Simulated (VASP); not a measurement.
# Sb (R-3m) in VASP: further runs

The runs below take Sb through single point, with PBE.

All numbers are computed with VASP 6.6.1; they aren't measurements. Logs are shortened: lines on timing, memory, paths and dates and some standing lists are left out, and cuts for length are marked.

## 1. The cell of the first run

It takes space group R-3m (No. 166, trigonal). The conventional cell has a = 3.923 Å, b = 3.923 Å, c = 5.016 Å, α = 90.00°, β = 90.00°, γ = 120.00°. Within 3.7 Å of Sb (site symmetry -3m) lie 6 Sb at 2.82 Å.

## 2. Single point, PBE

The input, INCAR:

```
SYSTEM = Sb
PREC = Accurate
ENCUT = 520
EDIFF = 1E-6
ISMEAR = -1
SIGMA = 0.1
LREAL = .FALSE.
LASPH = .TRUE.
NELM = 80
ALGO = Normal
ISIF = 2
LWAVE = .FALSE.
LCHARG = .FALSE.
GGA = PE
NBANDS = 12
```

The input, KPOINTS:

```
Automatic mesh
0
G
  11 11 11
  0 0 0
```

The input, POSCAR:

```
Sb
1.0
    1.9614646572     -1.1324521478      3.3437864735
    0.0000000000      2.2649042956      3.3437864735
   -1.9614646572     -1.1324521478      3.3437864735
Sb
2
Direct
    0.2499990065      0.2499990065      0.2499990065
   -0.2499990065     -0.2499990065     -0.2499990065
```

Potentials or basis: VASP PAW PBE potentials, release 64 (Sb).

The run is started by

```bash
$ cat potpaw_PBE.64/Sb/POTCAR > POTCAR
$ mpirun -np 1 vasp_std > vasp.out
```

OUTCAR:

```text
SYSTEM = Sb
   PREC = Accurate
   ENCUT = 520
   EDIFF = 1E-6
   ISMEAR = -1
   LREAL = .FALSE.
   LASPH = .TRUE.
   NELM = 80
   ISIF = 2
   GGA = PE

 ion  position               nearest neighbor table
   1  0.250  0.250  0.250-   2 2.82   2 2.82   2 2.82   2 2.82   2 2.82   2 2.82
   2  0.750  0.750  0.750-   1 2.82   1 2.82   1 2.82   1 2.82   1 2.82   1 2.82

  LATTYP: Found a trigonal (rhomboedric) cell.
 ALAT       =     4.0386506965
 COS(alpha) =     0.5282429655

  Lattice vectors:

 A1 = (   1.9614646572,  -1.1324521478,   3.3437864735)
 A2 = (   0.0000000000,   2.2649042956,   3.3437864735)
 A3 = (  -1.9614646572,  -1.1324521478,   3.3437864735)

Analysis of symmetry for initial positions (statically):
=====================================================================
 Subroutine PRICEL returns following result:

  LATTYP: Found a trigonal (rhomboedric) cell.
 ALAT       =     2.8151290938
 COS(alpha) =     0.0290556482

  Lattice vectors:

 A1 = (  -1.9614646572,  -1.1324521478,  -1.6718733044)
 A2 = (   0.0000000000,   2.2649042956,  -1.6718733044)
 A3 = (   1.9614646572,  -1.1324521478,  -1.6719131691)

   2 primitive cells build up your supercell.

 Routine SETGRP: Setting up the symmetry group for a
 trigonal (rhombohedral) supercell.

 Subroutine GETGRP returns: Found 12 space group operations
 (whereof 12 operations were pure point group operations)
 out of a pool of 12 trial point group operations.

The static configuration has the point symmetry D_3d.

Analysis of symmetry for dynamics (positions and initial velocities):
=====================================================================
 Subroutine PRICEL returns following result:

  LATTYP: Found a trigonal (rhomboedric) cell.
 ALAT       =     2.8151290938
 COS(alpha) =     0.0290556482

  Lattice vectors:

 A1 = (  -1.9614646572,  -1.1324521478,  -1.6718733044)
 A2 = (   0.0000000000,   2.2649042956,  -1.6718733044)
 A3 = (   1.9614646572,  -1.1324521478,  -1.6719131691)

   2 primitive cells build up your supercell.

 Routine SETGRP: Setting up the symmetry group for a
 trigonal (rhombohedral) supercell.

 Subroutine GETGRP returns: Found 12 space group operations
 (whereof 12 operations were pure point group operations)
 out of a pool of 12 trial point group operations.

The dynamic configuration has the point symmetry D_3d.

 Subroutine INISYM returns: Found 12 space group operations
 (whereof 12 operations are pure point group operations),
 and found     2 'primitive' translations

----------------------------------------------------------------------------------------

                                     Primitive cell

  volume of cell :      22.2822

  direct lattice vectors                    reciprocal lattice vectors
    -1.961464657 -1.132452148 -1.671873304    -0.254913578 -0.147172083 -0.199375565
     0.000000000  2.264904296 -1.671873304    -0.000002026  0.294347676 -0.199375565
     1.961464657 -1.132452148 -1.671913169     0.254909526 -0.147172083 -0.199375565

  length of vectors
     2.815129094  2.815129094  2.815152769     0.355515359  0.355515359  0.355512453

  position of ions in fractional coordinates (direct lattice)
     0.500000000  0.500000000  0.500000000

  ion indices of the primitive-cell ions
   primitive index   ion index
                 1           1

----------------------------------------------------------------------------------------

 KPOINTS: Automatic mesh

Automatic generation of k-mesh.
 Grid dimensions read from file:
 generate k-points for:   11   11   11

 Generating k-lattice:

  Cartesian coordinates                     Fractional coordinates (reciprocal lattice)
     0.023173777 -0.013379387  0.009062490     0.090909091 -0.000000000  0.000000000
     0.000000000  0.026758773  0.009062490    -0.000000000  0.090909091 -0.000000000
    -0.023173777 -0.013379387  0.009062490     0.000000000 -0.000000000  0.090909091

  Length of vectors
     0.028251737  0.028251737  0.028251737

  Shift w.r.t. Gamma in fractional coordinates (k-lattice)
     0.000000000  0.000000000  0.000000000

 Subroutine IBZKPT returns following result:
 ===========================================

 Found    146 irreducible k-points:

 Following reciprocal coordinates:
            Coordinates               Weight
  0.000000  0.000000  0.000000      1.000000
  0.090909 -0.000000 -0.000000      6.000000
  0.181818 -0.000000  0.000000      6.000000
  0.272727 -0.000000  0.000000      6.000000
  0.363636 -0.000000  0.000000      6.000000
  0.454545  0.000000 -0.000000      6.000000
[... 16 lines left out ...]
 -0.272727  0.181818 -0.000000     12.000000
 -0.181818  0.181818 -0.000000      6.000000
 [... further k-points ...]
   k-points           NKPTS =    146   k-points in BZ     NKDIM =    146   number of bands    NBANDS=     12
   number of dos      NEDOS =    301   number of ions     NIONS =      2
   total plane-waves  NPLWV =  27000
   dimension x,y,z NGX =    30 NGY =   30 NGZ =   30
   dimension x,y,z NGXF=    60 NGYF=   60 NGZF=   60
   ions per type =               2
   NGX,Y,Z   is equivalent  to a cutoff of  12.35, 12.35, 12.35 a.u.
   NGXF,Y,Z  is equivalent  to a cutoff of  24.70, 24.70, 24.70 a.u.
 SYSTEM =  Sb
   PREC   = accura    normal or accurate (medium, high low for compatibility)
   ISTART =      0    job   : 0-new  1-cont  2-samecut
   ICHARG =      2    charge: 1-file 2-atom 10-const
   ISPIN  =      1    spin polarized calculation?
   LNONCOLLINEAR =      F non collinear calculations
   LSORBIT =      F    spin-orbit coupling
   LASPH  =      T    aspherical Exc in radial PAW
   ENCUT  =  520.0 eV  38.22 Ry    6.18 a.u.   7.51  7.51  7.51*2*pi/ulx,y,z
   NELM   =     80;   NELMIN=  2; NELMDL= -5     # of ELM steps
   EDIFF  = 0.1E-05   stopping-criterion for ELM
   LREAL  =      F    real-space projection
   EDIFFG = 0.1E-04   stopping-criterion for IOM
   NSW    =      0    number of steps for IOM
   IBRION =     -1    ionic relax: 0-MD 1-quasi-New 2-CG
   NFREE  =      0    steps in history (QN), initial steepest desc. (CG)
   ISIF   =      2    stress and relaxation
   ISYM   =      2    0-nonsym 1-usesym 2-fastsym
   POTIM  = 0.5000    time-step for ionic-motion
   TEBEG  =    0.0;   TEEND  =   0.0 temperature during run
   PSTRESS=    0.0 pullay stress
   NELECT =      10.0000    total number of electrons
   NUPDOWN=      -1.0000    fix difference up-down
   EMIN   =  10.00;   EMAX   =-10.00  energy-range for DOS
   EFERMI =   0.00;   METHOD = LEGACY
   ISMEAR =    -1;   SIGMA  =   0.10  broadening in eV -4-tet -1-fermi 0-gaus
   EFERMI_NEDOS =   21; number of points for ismear=-14 and -15
   IALGO  =     38    algorithm
   IMIX   =      4    mixing-type and parameters
     AMIX     =   0.40;   BMIX     =  1.00
     AMIX_MAG =   1.60;   BMIX_MAG =  1.00
  volume/ion in A,a.u.               =      22.28       150.37
  Fermi-wavevector in a.u.,A,eV,Ry     =   0.994821  1.879938 13.465252  0.989668
  Thomas-Fermi vector in A             =   2.126798
   LORBIT       =      0    0 simple, 1 ext, 2 COOP (PROOUT), +10 PAW based schemes
   GGA     = PE    functional components
[... 5 lines left out ...]
 non-spin polarized calculation
  energy-cutoff  :      520.00
  volume of cell :       44.56
 maximum number of plane-waves:      1225
 NGX is ok and might be reduce to    30

 number of electron      10.0000001 magnetization

 Free energy of the ion-electron system (eV)
  ---------------------------------------------------
  ext. energy  EPLUGINS =         0.00000000
  ---------------------------------------------------
  free energy    TOTEN  =        -6.99055852 eV

  energy without entropy =       -6.96765940  energy(sigma->0) =       -6.97910896

 E-fermi :  11.3911     XC(G=0): -10.9239

 val. band max:       11.3772346713   @ k =  -0.4545   0.2727   0.1818
 cond. band min:      11.4130093883   @ k =   0.1818   0.0909   0.0909
 fundamental gap:      0.0357747170
 Fermi energy:        11.3911278276

 k-point     1 :       0.0000    0.0000    0.0000
  band No.  band energies     occupation
      1      -3.6807      2.00000
      2       8.6529      2.00000
      3       8.9334      2.00000
      4       9.3488      2.00000
      5       9.3488      2.00000
      6      15.3052      0.00000
      7      15.3052      0.00000
      8      15.3519      0.00000
      9      15.4827      0.00000
     10      15.9621      0.00000
     11      15.9621      0.00000
     12      17.3553      0.00000

 k-point     2 :       0.0909   -0.0000   -0.0000
  band No.  band energies     occupation
      1      -3.5591      2.00000
      2       7.3798      2.00000
      3       8.7651      2.00000
      4       9.3481      2.00000
      5      10.4633      1.99981
      6      14.6944      0.00000
      7      14.7593      0.00000
      8      14.9954      0.00000
      9      15.5783      0.00000
     10      15.6608      0.00000
     11      16.1912      0.00000
     12      18.4083      0.00000

 k-point     3 :       0.1818   -0.0000    0.0000
  band No.  band energies     occupation
      1      -3.1947      2.00000
      2       5.5819      2.00000
      3       8.8315      2.00000
      4       9.3709      2.00000
      5      11.2246      1.68198
      6      13.5623      0.00000
      7      13.5711      0.00000
      8      14.2029      0.00000
      9      15.7628      0.00000
     10      16.3489      0.00000
     11      16.8516      0.00000
     12      20.4491      0.00000
[... 286 lines left out ...]
 k-point    23 :      -0.2727    0.1818   -0.0000
  band No.  band energies     occupation
      1      -1.6159      2.00000
      2       2.7200      2.00000
      3       6.4165      2.00000
      4       9.6407      2.00000
      5      10.5103      1.99970
      6      11.3416      1.24269
      7      13.2542      0.00000
      8      16.4116      0.00000
      9      16.8292      0.00000
     10      17.3930      0.00000
     11      21.2006      0.00000
     12      22.1311      0.00000

 k-point    24 :      -0.1818    0.1818   -0.0000
  band No.  band energies     occupation
      1      -2.3791      2.00000
      2       3.9821      2.00000
      3       6.9316      2.00000
      4      10.5499      1.99956
      5      10.7749      1.99580
      6      11.4692      0.62826
      7      12.6919      0.00000
      8      15.6031      0.00000
      9      16.6012      0.00000
     10      16.7406      0.00000
     11      20.2068      0.00000
     12      20.6720      0.00000

 [... further k-points ...]
[... 5 lines left out ...]
  --------------------------------------------------------------------------------------
  -------------------------------------------------------------------------------------
  Total        9.1984991      9.1984991      9.2045862      0.0000000     -0.0000000      0.0000000
  in kB      330.7024537    330.7024537    330.9212977      0.0000000     -0.0000000      0.0000000
  external PRESSURE =     330.7754017 kB  Pullay stress =       0.0000000 kB

 VOLUME and BASIS-vectors are now :
 -----------------------------------------------------------------------------
  energy-cutoff  :      520.00
  volume of cell :       44.56
      direct lattice vectors                 reciprocal lattice vectors
     1.961464657 -1.132452148  3.343786473     0.254911552 -0.147173253  0.099687386
     0.000000000  2.264904296  3.343786473     0.000000000  0.294346506  0.099687386
    -1.961464657 -1.132452148  3.343786473    -0.254911552 -0.147173253  0.099687386

 POSITION                                       TOTAL-FORCE (eV/Angst)
 -----------------------------------------------------------------------------------
      0.00000      0.00000      2.50783         0.000000      0.000000      0.000000
      0.00000      0.00000      7.52353         0.000000      0.000000     -0.000000
 -----------------------------------------------------------------------------------
    total drift:                                0.000000     -0.000000      0.000000

  FREE ENERGIE OF THE ION-ELECTRON SYSTEM (eV)
  ---------------------------------------------------
  free  energy   TOTEN  =        -6.9905585195 eV

  energy  without entropy=       -6.9676593993  energy(sigma->0) =       -6.97910896
```

Run time: 66 s. Hardware: 1 thread of Intel Xeon Platinum 8259CL at 2.50GHz (Skylake/Cascade Lake), shared host; peak memory 0.21 GiB.

Results:

```
Free energy            : -6.9906 eV
Pressure               : 33.1 GPa
Band gap on the k mesh : zero (band 5 reaches 12.27 eV, above the bottom of band 6 at 10.70 eV)
```

Caveat: spin-orbit coupling is left out, which moves the levels of the heavy elements.

## 3. Single point, PBE

The input, INCAR:

```
PREC     = Accurate       # precision mode
ENCUT    = 520            # plane-wave cutoff, eV
EDIFF    = 1E-6           # SCF threshold, eV
ISMEAR   = -1             # smearing method
SIGMA    = 0.1            # smearing width, eV
LREAL    = False          # projectors in reciprocal space
LASPH    = True           # aspherical terms in the spheres
NELM     = 80             # most SCF steps
ALGO     = Normal         # electronic algorithm
ISIF     = 2              # what is computed and relaxed
LWAVE    = False          # write WAVECAR
LCHARG   = False          # write CHGCAR
GGA      = PE             # functional
NBANDS   = 12             # bands
```

The input, KPOINTS:

```
Automatic mesh
0
Gamma
  11 11 11
```

POSCAR is that of step 2.

Potentials or basis: VASP PAW PBE potentials, release 64 (Sb).

The run is started by

```bash
$ cat potpaw_PBE.64/Sb/POTCAR > POTCAR
$ mpirun -np 1 vasp_std > vasp.out
```

Run time: 66 s. Hardware: 1 thread of Intel Xeon Platinum 8259CL at 2.50GHz (Skylake/Cascade Lake), shared host; peak memory 0.21 GiB.

The run converged. Its results:

```yaml
Free_energy: -6.9906 eV
Pressure: 33.1 GPa
Band_gap_on_the_k_mesh: zero (band 5 reaches 12.27 eV, above the bottom of band 6 at 10.70 eV)
```

Levels at points of the mesh, in eV from the Fermi level:
```csv
k point,band 2,band 3,band 4,band 5,band 6,band 7,band 8,band 9
"(0.00, 0.00, 0.00)",-2.74,-2.46,-2.04,-2.04,3.91,3.91,3.96,4.09
```

Caveat: spin-orbit coupling is left out, which moves the levels of the heavy elements.

[end of part 1 of 2]
